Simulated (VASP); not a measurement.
# C (Fd-3m) in VASP: a series of runs

Runs on C. Level: LDA. Tasks: single point, relaxation of cell and atoms.

All numbers are computed with VASP 6.6.1; they aren't measurements. Logs are shortened: lines on timing, memory, paths and dates and some standing lists are left out, and cuts for length are marked.

## Step 1: The cell of the first run

Symmetry: Fd-3m, No. 227, cubic system. Conventional cell: a = 3.532 Å, b = 3.532 Å, c = 3.532 Å, α = 90.00°, β = 90.00°, γ = 90.00°. C (site symmetry -43m) has 4 C at 1.53 Å within 2.0 Å.

## Step 2: Single point, LDA

INCAR

```
ALGO = Normal
EDIFF = 1E-6
ENCUT = 600
GGA = CA
GGA_COMPAT = F
ISIF = 2
ISMEAR = 0
LASPH = T
LCHARG = F
LREAL = F
LWAVE = F
NBANDS = 11
NELM = 120
PREC = Accurate
SIGMA = 0.1
```

KPOINTS

```
k-points
0
Gamma
  10 10 10
```

POSCAR

```
C
1.0
    0.0000000000      1.7660705298      1.7660705298
    1.7660705298      0.0000000000      1.7660705298
    1.7660705298      1.7660705298      0.0000000000
C
2
Direct
    0.0000000000      0.0000000000      0.0000000000
    0.2500000000      0.2500000000      0.2500000000
```

Potentials or basis: VASP PAW LDA potentials, release 64 (C).

The run is started by

```
cat potpaw_LDA.64/C/POTCAR > POTCAR
mpirun -np 1 vasp_std > vasp.out
```

OUTCAR:

```text
EDIFF = 1E-6
   ENCUT = 600
   GGA = CA
   ISIF = 2
   ISMEAR = 0
   LASPH = T
   LREAL = F
   NELM = 120
   PREC = Accurate

 ion  position               nearest neighbor table
   1  0.000  0.000  0.000-   2 1.53   2 1.53   2 1.53   2 1.53
   2  0.250  0.250  0.250-   1 1.53   1 1.53   1 1.53   1 1.53

  LATTYP: Found a face centered cubic cell.
 ALAT       =     3.5321410596

  Lattice vectors:

 A1 = (   0.0000000000,   1.7660705298,   1.7660705298)
 A2 = (   1.7660705298,   0.0000000000,   1.7660705298)
 A3 = (   1.7660705298,   1.7660705298,   0.0000000000)

Analysis of symmetry for initial positions (statically):
=====================================================================
 Subroutine PRICEL returns:
 Original cell was already a primitive cell.

 Routine SETGRP: Setting up the symmetry group for a
 face centered cubic supercell.

 Subroutine GETGRP returns: Found 48 space group operations
 (whereof 24 operations were pure point group operations)
 out of a pool of 48 trial point group operations.

The static configuration has the point symmetry T_d .
 The point group associated with its full space group is O_h .

Analysis of symmetry for dynamics (positions and initial velocities):
=====================================================================
 Subroutine PRICEL returns:
 Original cell was already a primitive cell.

 Routine SETGRP: Setting up the symmetry group for a
 face centered cubic supercell.

 Subroutine GETGRP returns: Found 48 space group operations
 (whereof 24 operations were pure point group operations)
 out of a pool of 48 trial point group operations.

The dynamic configuration has the point symmetry T_d .
 The point group associated with its full space group is O_h .

 Subroutine INISYM returns: Found 48 space group operations
 (whereof 24 operations are pure point group operations),
 and found     1 'primitive' translations

----------------------------------------------------------------------------------------

                                     Primitive cell

  volume of cell :      11.0168

  direct lattice vectors                    reciprocal lattice vectors
     0.000000000  1.766070530  1.766070530    -0.283114401  0.283114401  0.283114401
     1.766070530  0.000000000  1.766070530     0.283114401 -0.283114401  0.283114401
     1.766070530  1.766070530  0.000000000     0.283114401  0.283114401 -0.283114401

  length of vectors
     2.497600895  2.497600895  2.497600895     0.490368527  0.490368527  0.490368527
[... 83 lines left out ...]
   EDIFFG = 0.1E-04   stopping-criterion for IOM
   NSW    =      0    number of steps for IOM
   IBRION =     -1    ionic relax: 0-MD 1-quasi-New 2-CG
   NFREE  =      0    steps in history (QN), initial steepest desc. (CG)
   ISIF   =      2    stress and relaxation
   ISYM   =      2    0-nonsym 1-usesym 2-fastsym
   POTIM  = 0.5000    time-step for ionic-motion
   TEBEG  =    0.0;   TEEND  =   0.0 temperature during run
   PSTRESS=    0.0 pullay stress
   NELECT =       8.0000    total number of electrons
   NUPDOWN=      -1.0000    fix difference up-down
   EMIN   =  10.00;   EMAX   =-10.00  energy-range for DOS
   EFERMI =   0.00;   METHOD = LEGACY
   ISMEAR =     0;   SIGMA  =   0.10  broadening in eV -4-tet -1-fermi 0-gaus
   EFERMI_NEDOS =   21; number of points for ismear=-14 and -15
   IALGO  =     38    algorithm
   IMIX   =      4    mixing-type and parameters
     AMIX     =   0.40;   BMIX     =  1.00
     AMIX_MAG =   1.60;   BMIX_MAG =  1.00
  volume/ion in A,a.u.               =       5.51        37.17
  Fermi-wavevector in a.u.,A,eV,Ry     =   1.471477  2.780688 29.459937  2.165244
  Thomas-Fermi vector in A             =   2.586608
   LORBIT       =      0    0 simple, 1 ext, 2 COOP (PROOUT), +10 PAW based schemes
   GGA     = CA    functional components
   LHFCALC =     F    Hartree Fock is set to
   AEXX    =    0.0000 exact exchange contribution
   IVDW    =     0    specifies the selected vdW correction
   LEPSILON=     F    determine dielectric tensor
   LRPA    =     F    only Hartree local field effects (RPA)
 non-spin polarized calculation
 Gauss-broadening in eV      SIGMA  =   0.10
  energy-cutoff  :      600.00
  volume of cell :       11.02
 maximum number of plane-waves:       377
   NGX =  9   NGY =  9   NGZ =  9

 number of electron       7.9999998 magnetization

 Free energy of the ion-electron system (eV)
  ---------------------------------------------------
  ext. energy  EPLUGINS =         0.00000000
  ---------------------------------------------------
  free energy    TOTEN  =       -20.25196719 eV

  energy without entropy =      -20.25196719  energy(sigma->0) =      -20.25196719

 E-fermi :  10.7403     XC(G=0): -13.6416

 val. band max:       10.1545407798   @ k =   0.0000   0.0000   0.0000
 cond. band min:      14.3576577800   @ k =   0.4000   0.4000   0.0000
 fundamental gap:      4.2031170002
 Fermi energy:        10.7402665238

 k-point     1 :       0.0000    0.0000    0.0000
  band No.  band energies     occupation
      1     -11.5569      2.00000
      2      10.1545      2.00000
      3      10.1545      2.00000
      4      10.1545      2.00000
      5      15.7798      0.00000
      6      15.7798      0.00000
      7      15.7798      0.00000
      8      24.3843      0.00000
      9      29.5469      0.00000
     10      37.1156      0.00000
     11      37.1156      0.00000
[... 309 lines left out ...]
 k-point    24 :       0.4000    0.3000    0.0000
  band No.  band energies     occupation
      1      -6.8741      2.00000
      2       2.1290      2.00000
      3       4.0181      2.00000
      4       4.6509      2.00000
      5      14.9934      0.00000
      6      18.2016      0.00000
      7      24.4412      0.00000
      8      24.5482      0.00000
      9      32.2998      0.00000
     10      33.1365      0.00000
     11      41.2911      0.00000

 [... further k-points ...]
[... 5 lines left out ...]
  --------------------------------------------------------------------------------------
  -------------------------------------------------------------------------------------
  Total        0.0464852      0.0464852      0.0464852     -0.0000000     -0.0000000      0.0000000
  in kB        6.7603737      6.7603737      6.7603737     -0.0000000     -0.0000000      0.0000000
  external PRESSURE =       6.7603737 kB  Pullay stress =       0.0000000 kB

 VOLUME and BASIS-vectors are now :
 -----------------------------------------------------------------------------
  energy-cutoff  :      600.00
  volume of cell :       11.02
      direct lattice vectors                 reciprocal lattice vectors
     0.000000000  1.766070530  1.766070530    -0.283114401  0.283114401  0.283114401
     1.766070530  0.000000000  1.766070530     0.283114401 -0.283114401  0.283114401
     1.766070530  1.766070530  0.000000000     0.283114401  0.283114401 -0.283114401

 POSITION                                       TOTAL-FORCE (eV/Angst)
 -----------------------------------------------------------------------------------
      0.00000      0.00000      0.00000         0.000000      0.000000      0.000000
      0.88304      0.88304      0.88304        -0.000000     -0.000000     -0.000000
 -----------------------------------------------------------------------------------
    total drift:                                0.000000      0.000000      0.000000

  FREE ENERGIE OF THE ION-ELECTRON SYSTEM (eV)
  ---------------------------------------------------
  free  energy   TOTEN  =       -20.2519671878 eV

  energy  without entropy=      -20.2519671878  energy(sigma->0) =      -20.25196719
```

stdout:

```text
POSCAR found type information on POSCAR C
 POSCAR found :  1 types and       2 ions
 scaLAPACK will be used
 LDA part: xc-table for (Slater(with rela. corr.)+CA(PZ))
 , standard interpolation
 POSCAR, INCAR and KPOINTS ok, starting setup
 FFT: planning ... GRIDC
 FFT: planning ... GRID_SOFT
 FFT: planning ... GRID
 WAVECAR not read
 entering main loop
```

It took 3.5 s on 1 thread of Intel Xeon Platinum 8559C (Emerald Rapids), shared host; peak memory 0.11 GiB.

Results:

```
Free energy            : -20.2520 eV
Pressure               : 0.7 GPa
Band gap on the k mesh : 4.20 eV, indirect (least direct gap 5.63 eV)
```

Levels at points of the mesh, in eV from the valence-band top:
| k point | band 1 | band 2 | band 3 | band 4 | band 5 | band 6 | band 7 | band 8 |
| --- | --- | --- | --- | --- | --- | --- | --- | --- |
| (0.00, 0.00, 0.00) | -21.71 | 0.00 | 0.00 | 0.00 | 5.63 | 5.63 | 5.63 | 14.23 |
| (0.50, 0.00, 0.00) | -15.70 | -13.69 | -2.86 | -2.86 | 8.51 | 8.51 | 9.42 | 15.67 |
| (0.50, 0.50, 0.00) | -12.82 | -12.82 | -6.47 | -6.47 | 4.77 | 4.77 | 17.07 | 17.07 |

A k mesh can miss the band edges. Expect the measured gap to be larger: semilocal functionals such as LDA lack the derivative discontinuity.

(Continued in part 2 of 2.)
